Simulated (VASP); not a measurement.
# Os2W (Fd-3m) in VASP: a series of runs

Runs on Os2W. Level: PBE. Tasks: single point, relaxation of cell and atoms.

All numbers are computed with VASP 6.6.1; they aren't measurements. Logs are shortened: lines on timing, memory, paths and dates and some standing lists are left out, and cuts for length are marked.

**1. The cell of the first run**

Symmetry: Fd-3m, No. 227, cubic system. Conventional cell: a = 7.199 Å, b = 7.199 Å, c = 7.199 Å, α = 90.00°, β = 90.00°, γ = 90.00°. Within 3.4 Å of Os (site symmetry -3m) lie 6 Os at 2.55 Å and 6 W at 2.98 Å. W (site symmetry -43m) has 12 Os at 2.98 Å and 4 W at 3.12 Å within 3.9 Å.

**2. Single point, PBE**

Contents of INCAR:

```
PREC = Accurate
ENCUT = 520
EDIFF = 1E-6
ISMEAR = 0
SIGMA = 0.1
LREAL = False
LASPH = True
NELM = 60
ALGO = Normal
ISIF = 2
LWAVE = False
LCHARG = True
GGA = PE
LELF = True
LVHAR = True
NBANDS = 39
```

Contents of KPOINTS:

```
Automatic mesh
0
Gamma
  4 4 4
```

Contents of POSCAR:

```
Os2W
1.0
    0.0000000000      3.5996689833      3.5996689833
    3.5996689833      0.0000000000      3.5996689833
    3.5996689833      3.5996689833      0.0000000000
Os W
4 2
Direct
    0.6250000000      0.6250000000      0.6250000000
    0.1250000000      0.6250000000      0.6250000000
    0.6250000000      0.6250000000      0.1250000000
    0.6250000000      0.1250000000      0.6250000000
    0.0000000000      0.0000000000      0.0000000000
    0.2500000000      0.2500000000      0.2500000000
```

Potentials or basis: VASP PAW PBE potentials, release 64 (Os, W_sv).

Started as:

```console
cat potpaw_PBE.64/Os/POTCAR potpaw_PBE.64/W_sv/POTCAR > POTCAR
mpirun -np 1 vasp_std > vasp.out
```

OUTCAR:

```text
PREC = Accurate
   ENCUT = 520
   EDIFF = 1E-6
   ISMEAR = 0
   LREAL = False
   LASPH = True
   NELM = 60
   ISIF = 2
   GGA = PE

 ion  position               nearest neighbor table
   1  0.625  0.625  0.625-   2 2.55   3 2.55   4 2.55   3 2.55   4 2.55   2 2.55   6 2.98   5 2.98
                             6 2.98   5 2.98   6 2.98   5 2.98
   2  0.125  0.625  0.625-   1 2.55   3 2.55   4 2.55   1 2.55   3 2.55   4 2.55   5 2.98   6 2.98
                             5 2.98   6 2.98   6 2.98   5 2.98
   3  0.625  0.625  0.125-   1 2.55   1 2.55   2 2.55   4 2.55   4 2.55   2 2.55   6 2.98   5 2.98
                             6 2.98   5 2.98   6 2.98   5 2.98
   4  0.625  0.125  0.625-   1 2.55   3 2.55   1 2.55   2 2.55   3 2.55   2 2.55   6 2.98   5 2.98
                             6 2.98   5 2.98   6 2.98   5 2.98
   5  0.000  0.000  0.000-   3 2.98   3 2.98   4 2.98   1 2.98   2 2.98   1 2.98   1 2.98   2 2.98
                             4 2.98   2 2.98   3 2.98   4 2.98   6 3.12   6 3.12   6 3.12   6 3.12
   6  0.250  0.250  0.250-   3 2.98   3 2.98   4 2.98   1 2.98   2 2.98   1 2.98   1 2.98   2 2.98
                             4 2.98   2 2.98   3 2.98   4 2.98   5 3.12   5 3.12   5 3.12   5 3.12

  LATTYP: Found a face centered cubic cell.
 ALAT       =     7.1993379666

  Lattice vectors:

 A1 = (   0.0000000000,   3.5996689833,   3.5996689833)
 A2 = (   3.5996689833,   0.0000000000,   3.5996689833)
 A3 = (   3.5996689833,   3.5996689833,   0.0000000000)

Analysis of symmetry for initial positions (statically):
=====================================================================
 Subroutine PRICEL returns:
 Original cell was already a primitive cell.

 Routine SETGRP: Setting up the symmetry group for a
 face centered cubic supercell.

 Subroutine GETGRP returns: Found 48 space group operations
 (whereof 24 operations were pure point group operations)
 out of a pool of 48 trial point group operations.

The static configuration has the point symmetry T_d .
 The point group associated with its full space group is O_h .

Analysis of symmetry for dynamics (positions and initial velocities):
=====================================================================
 Subroutine PRICEL returns:
 Original cell was already a primitive cell.

 Routine SETGRP: Setting up the symmetry group for a
 face centered cubic supercell.

 Subroutine GETGRP returns: Found 48 space group operations
 (whereof 24 operations were pure point group operations)
 out of a pool of 48 trial point group operations.

The dynamic configuration has the point symmetry T_d .
 The point group associated with its full space group is O_h .

 Subroutine INISYM returns: Found 48 space group operations
 (whereof 24 operations are pure point group operations),
 and found     1 'primitive' translations

----------------------------------------------------------------------------------------

                                     Primitive cell

  volume of cell :      93.2863

  direct lattice vectors                    reciprocal lattice vectors
     0.000000000  3.599668983  3.599668983    -0.138901661  0.138901661  0.138901661
     3.599668983  0.000000000  3.599668983     0.138901661 -0.138901661  0.138901661
     3.599668983  3.599668983  0.000000000     0.138901661  0.138901661 -0.138901661

  length of vectors
     5.090700696  5.090700696  5.090700696     0.240584734  0.240584734  0.240584734

  position of ions in fractional coordinates (direct lattice)
     0.625000000  0.625000000  0.625000000
     0.125000000  0.625000000  0.625000000
     0.625000000  0.625000000  0.125000000
     0.625000000  0.125000000  0.625000000
     0.000000000  0.000000000  0.000000000
     0.250000000  0.250000000  0.250000000

  ion indices of the primitive-cell ions
   primitive index   ion index
                 1           1
                 2           2
                 3           3
                 4           4
                 5           5
                 6           6

----------------------------------------------------------------------------------------

 KPOINTS: Automatic mesh

Automatic generation of k-mesh.
 Grid dimensions read from file:
 generate k-points for:    4    4    4

 Generating k-lattice:

  Cartesian coordinates                     Fractional coordinates (reciprocal lattice)
    -0.034725415  0.034725415  0.034725415     0.250000000  0.000000000  0.000000000
     0.034725415 -0.034725415  0.034725415     0.000000000  0.250000000  0.000000000
     0.034725415  0.034725415 -0.034725415     0.000000000  0.000000000  0.250000000

  Length of vectors
     0.060146183  0.060146183  0.060146183

  Shift w.r.t. Gamma in fractional coordinates (k-lattice)
     0.000000000  0.000000000  0.000000000

 Subroutine IBZKPT returns following result:
 ===========================================

 Found      8 irreducible k-points:

 Following reciprocal coordinates:
            Coordinates               Weight
  0.000000  0.000000  0.000000      1.000000
  0.250000  0.000000  0.000000      8.000000
  0.500000  0.000000  0.000000      4.000000
  0.250000  0.250000  0.000000      6.000000
  0.500000  0.250000  0.000000     24.000000
 -0.250000  0.250000  0.000000     12.000000
  0.500000  0.500000  0.000000      3.000000
 -0.250000  0.500000  0.250000      6.000000
   k-points           NKPTS =      8   k-points in BZ     NKDIM =      8   number of bands    NBANDS=     39
   number of dos      NEDOS =    301   number of ions     NIONS =      6
   total plane-waves  NPLWV =  64000
   dimension x,y,z NGX =    40 NGY =   40 NGZ =   40
   dimension x,y,z NGXF=    80 NGYF=   80 NGZF=   80
   ions per type =               4   2
   NGX,Y,Z   is equivalent  to a cutoff of  13.06, 13.06, 13.06 a.u.
   NGXF,Y,Z  is equivalent  to a cutoff of  26.13, 26.13, 26.13 a.u.
 SYSTEM =  unknown system
   PREC   = accura    normal or accurate (medium, high low for compatibility)
   ISTART =      0    job   : 0-new  1-cont  2-samecut
   ICHARG =      2    charge: 1-file 2-atom 10-const
   ISPIN  =      1    spin polarized calculation?
   LNONCOLLINEAR =      F non collinear calculations
   LSORBIT =      F    spin-orbit coupling
   LASPH  =      T    aspherical Exc in radial PAW
   ENCUT  =  520.0 eV  38.22 Ry    6.18 a.u.   9.47  9.47  9.47*2*pi/ulx,y,z
   NELM   =     60;   NELMIN=  2; NELMDL= -5     # of ELM steps
   EDIFF  = 0.1E-05   stopping-criterion for ELM
   LREAL  =      F    real-space projection
   EDIFFG = 0.1E-04   stopping-criterion for IOM
   NSW    =      0    number of steps for IOM
   IBRION =     -1    ionic relax: 0-MD 1-quasi-New 2-CG
   NFREE  =      0    steps in history (QN), initial steepest desc. (CG)
   ISIF   =      2    stress and relaxation
   ISYM   =      2    0-nonsym 1-usesym 2-fastsym
   POTIM  = 0.5000    time-step for ionic-motion
   TEBEG  =    0.0;   TEEND  =   0.0 temperature during run
   PSTRESS=    0.0 pullay stress
   NELECT =      60.0000    total number of electrons
   NUPDOWN=      -1.0000    fix difference up-down
   EMIN   =  10.00;   EMAX   =-10.00  energy-range for DOS
   EFERMI =   0.00;   METHOD = LEGACY
   ISMEAR =     0;   SIGMA  =   0.10  broadening in eV -4-tet -1-fermi 0-gaus
   EFERMI_NEDOS =   21; number of points for ismear=-14 and -15
   IALGO  =     38    algorithm
   IMIX   =      4    mixing-type and parameters
     AMIX     =   0.40;   BMIX     =  1.00
     AMIX_MAG =   1.60;   BMIX_MAG =  1.00
  volume/ion in A,a.u.               =      15.55       104.92
  Fermi-wavevector in a.u.,A,eV,Ry     =   1.413143  2.670452 27.170457  1.996972
  Thomas-Fermi vector in A             =   2.534819
   LORBIT       =      0    0 simple, 1 ext, 2 COOP (PROOUT), +10 PAW based schemes
   GGA     = PE    functional components
   LHFCALC =     F    Hartree Fock is set to
   AEXX    =    0.0000 exact exchange contribution
   IVDW    =     0    specifies the selected vdW correction
   LEPSILON=     F    determine dielectric tensor
   LRPA    =     F    only Hartree local field effects (RPA)
 non-spin polarized calculation
 Gauss-broadening in eV      SIGMA  =   0.10
  energy-cutoff  :      520.00
  volume of cell :       93.29
 maximum number of plane-waves:      2565
 NGX is ok and might be reduce to    40
   NGX = 19   NGY = 19   NGZ = 19

 number of electron      59.9999998 magnetization

 Free energy of the ion-electron system (eV)
  ---------------------------------------------------
  ext. energy  EPLUGINS =         0.00000000
  ---------------------------------------------------
  free energy    TOTEN  =       -68.32869205 eV

  energy without entropy =      -68.28953730  energy(sigma->0) =      -68.30911467

 E-fermi :   9.6257     XC(G=0): -13.5136

 val. band max:        9.4460743297   @ k =   0.5000   0.2500   0.0000
 cond. band min:       9.6489565191   @ k =   0.2500   0.0000   0.0000
 fundamental gap:      0.2028821893
 Fermi energy:         9.6256568668

 k-point     1 :       0.0000    0.0000    0.0000
  band No.  band energies     occupation
      1     -65.1321      2.00000
      2     -65.1116      2.00000
      3     -29.3033      2.00000
      4     -29.3033      2.00000
      5     -29.3033      2.00000
      6     -29.1698      2.00000
[... 31 lines left out ...]
     38      13.4896      0.00000
     39      13.4896      0.00000

 k-point     2 :       0.2500    0.0000    0.0000
  band No.  band energies     occupation
      1     -65.1298      2.00000
      2     -65.1137      2.00000
      3     -29.3079      2.00000
      4     -29.3079      2.00000
      5     -29.2979      2.00000
      6     -29.1771      2.00000
[... 31 lines left out ...]
     38      12.1815      0.00000
     39      12.3184      0.00000

 k-point     3 :       0.5000    0.0000    0.0000
  band No.  band energies     occupation
      1     -65.1268      2.00000
      2     -65.1167      2.00000
      3     -29.3121      2.00000
      4     -29.3121      2.00000
      5     -29.2968      2.00000
      6     -29.1800      2.00000
[... 31 lines left out ...]
     38      12.3259      0.00000
     39      12.3260      0.00000

 k-point     4 :       0.2500    0.2500    0.0000
  band No.  band energies     occupation
      1     -65.1290      2.00000
      2     -65.1146      2.00000
      3     -29.3141      2.00000
      4     -29.3141      2.00000
      5     -29.2821      2.00000
      6     -29.1924      2.00000
[... 31 lines left out ...]
     38      12.3954      0.00000
     39      12.4487      0.00000

 k-point     5 :       0.5000    0.2500    0.0000
  band No.  band energies     occupation
      1     -65.1253      2.00000
      2     -65.1182      2.00000
      3     -29.3249      2.00000
      4     -29.3183      2.00000
      5     -29.2664      2.00000
      6     -29.2078      2.00000
[... 31 lines left out ...]
     38      11.6274      0.00000
     39      11.9200      0.00000

 k-point     6 :      -0.2500    0.2500    0.0000
  band No.  band energies     occupation
      1     -65.1268      2.00000
      2     -65.1167      2.00000
      3     -29.3240      2.00000
      4     -29.3125      2.00000
      5     -29.2771      2.00000
      6     -29.1968      2.00000
[... 31 lines left out ...]
     38      11.9057      0.00000
     39      12.1103      0.00000

 k-point     7 :       0.5000    0.5000    0.0000
  band No.  band energies     occupation
      1     -65.1217      2.00000
      2     -65.1217      2.00000
      3     -29.3242      2.00000
      4     -29.3242      2.00000
      5     -29.2379      2.00000
      6     -29.2379      2.00000
[... 31 lines left out ...]
     38      11.5650      0.00000
     39      11.6766      0.00000

 k-point     8 :      -0.2500    0.5000    0.2500
  band No.  band energies     occupation
      1     -65.1217      2.00000
      2     -65.1217      2.00000
      3     -29.3259      2.00000
      4     -29.3259      2.00000
      5     -29.2367      2.00000
      6     -29.2367      2.00000
[... 31 lines left out ...]
     38      11.4797      0.00000
     39      11.9639      0.00000

------------------------ aborting loop because EDIFF is reached ----------------------------------------

  FORCE on cell =-STRESS in cart. coord.  units (eV):
  Direction    XX          YY          ZZ          XY          YZ          ZX
  --------------------------------------------------------------------------------------
  -------------------------------------------------------------------------------------
  Total        0.1124010      0.1124010      0.1124010      0.0000000      0.0000000      0.0000000
  in kB        1.9304706      1.9304706      1.9304706      0.0000000      0.0000000      0.0000000
  external PRESSURE =       1.9304706 kB  Pullay stress =       0.0000000 kB

 VOLUME and BASIS-vectors are now :
 -----------------------------------------------------------------------------
  energy-cutoff  :      520.00
  volume of cell :       93.29
      direct lattice vectors                 reciprocal lattice vectors
     0.000000000  3.599668983  3.599668983    -0.138901661  0.138901661  0.138901661
     3.599668983  0.000000000  3.599668983     0.138901661 -0.138901661  0.138901661
     3.599668983  3.599668983  0.000000000     0.138901661  0.138901661 -0.138901661

 POSITION                                       TOTAL-FORCE (eV/Angst)
 -----------------------------------------------------------------------------------
      4.49959      4.49959      4.49959        -0.000000     -0.000000     -0.000000
      4.49959      2.69975      2.69975        -0.000000     -0.000000     -0.000000
      2.69975      2.69975      4.49959        -0.000000     -0.000000     -0.000000
      2.69975      4.49959      2.69975        -0.000000     -0.000000     -0.000000
      0.00000      0.00000      0.00000         0.000000      0.000000      0.000000
      1.79983      1.79983      1.79983        -0.000000     -0.000000     -0.000000
 -----------------------------------------------------------------------------------
    total drift:                               -0.000000     -0.000000      0.000000

  FREE ENERGIE OF THE ION-ELECTRON SYSTEM (eV)
  ---------------------------------------------------
  free  energy   TOTEN  =       -68.3286920527 eV

  energy  without entropy=      -68.2895372968  energy(sigma->0) =      -68.30911467
```

Run time: 33 s. Hardware: 1 thread of Intel Xeon Platinum 8488C (Sapphire Rapids), shared host; peak memory 0.24 GiB.

Results:

| Property | Result |
| --- | --- |
| Free energy | -68.3287 eV |
| Pressure | 0.2 GPa |
| Band gap on the k mesh | zero (band 30 reaches 9.70 eV, above the bottom of band 31 at 9.18 eV) |

Levels at points of the mesh, in eV from the Fermi level:
```csv
k point,band 26,band 27,band 28,band 29,band 30,band 31,band 32,band 33,band 34,band 35
"(0.00, 0.00, 0.00)",-1.56,-0.94,-0.94,-0.24,-0.24,-0.24,1.07,1.26,1.26,1.26
"(0.50, 0.00, 0.00)",-0.90,-0.75,-0.75,-0.69,-0.69,-0.44,-0.23,0.22,0.22,0.78
"(0.50, 0.50, 0.00)",-2.90,-0.84,-0.84,-0.42,-0.42,-0.42,-0.42,1.00,1.00,1.52
```

Caveat: the k points lie up to 0.38 Å⁻¹ apart; spin-orbit coupling is left out, which moves the levels of the heavy elements.

**3. Relaxation of cell and atoms, PBE**

This run uses another cell than the first one, of 14.34 Å³/atom, 0.922 times its volume.

Contents of INCAR:

```
SYSTEM = Os2W
PREC = Accurate
ENCUT = 600
EDIFF = 1E-6
ISMEAR = 0
SIGMA = 0.1
LREAL = .FALSE.
LASPH = .TRUE.
NELM = 100
ALGO = Normal
ISIF = 3
LWAVE = .FALSE.
LCHARG = .FALSE.
GGA = PE
IBRION = 2
NSW = 90
EDIFFG = -0.04
```

Contents of KPOINTS:

```
Automatic mesh
0
G
  4 4 4
  0 0 0
```

POSCAR, as its differences from that of step 2:

```diff
@@ -2,5 +2,5 @@
 1.0
-    0.0000000000      3.5996689833      3.5996689833
-    3.5996689833      0.0000000000      3.5996689833
-    3.5996689833      3.5996689833      0.0000000000
+    0.0000000000      3.5037052143      3.5037052143
+    3.5037052143      0.0000000000      3.5037052143
+    3.5037052143      3.5037052143      0.0000000000
 Os W
```

Potentials or basis: VASP PAW PBE potentials, release 64 (Os, W_sv).

Started as:

```console
cat potpaw_PBE.64/Os/POTCAR potpaw_PBE.64/W_sv/POTCAR > POTCAR
mpirun -np 1 vasp_std > vasp.out
```

Run time: 2.3 min. Hardware: 1 thread of Intel Xeon Platinum 8488C (Sapphire Rapids), shared host; peak memory 0.26 GiB.

It converged, with:

| Quantity | Value |
| --- | --- |
| Free energy | -68.3271 eV |
| Relaxed volume | 15.56 Å³/atom |
| Relaxed cell | a = 5.092 Å, b = 5.092 Å, c = 5.092 Å, α = 60.00°, β = 60.00°, γ = 60.00° |
| Space group after relaxing (to 0.05 Å) | Fd-3m (No. 227) |
| Energy gained by relaxing | 120.3 meV/atom |
| Ionic steps | 5 |
| Pressure after relaxing | 0.0 GPa |
| Band gap on the k mesh | zero (band 30 reaches 9.69 eV, above the bottom of band 31 at 9.17 eV) |

The path:
```csv
step,energy change (eV),largest force (eV/Å),pressure (GPa),volume (Å³)
1,0.0000,0.0000,34.09,86.02
2,7.3219,0.0000,-50.70,129.86
3,-0.7042,0.0000,-4.39,94.59
4,-0.7213,0.0000,-0.54,93.50
5,-0.7215,0.0000,0.03,93.35
```

Final structure:
```
Os W
1.0
     0.00000    3.60046    3.60046
     3.60046    0.00000    3.60046
     3.60046    3.60046    0.00000
Os W
4 2
Direct
  0.62500 0.62500 0.62500
  0.12500 0.62500 0.62500
  0.62500 0.62500 0.12500
  0.62500 0.12500 0.62500
  0.00000 0.00000 0.00000
  0.25000 0.25000 0.25000
```

Levels at points of the mesh, in eV from the Fermi level:
```tsv
k point	band 28	band 29	band 30	band 31	band 32	band 33
(0.00, 0.00, 0.00)	-0.94	-0.24	-0.24	-0.24	1.07	1.26
(0.50, 0.00, 0.00)	-0.75	-0.69	-0.69	-0.44	-0.23	0.22
(0.50, 0.50, 0.00)	-0.84	-0.42	-0.42	-0.42	-0.42	0.99
```

Caveat: the k points lie up to 0.38 Å⁻¹ apart in the final cell; spin-orbit coupling is left out, which moves the levels of the heavy elements.
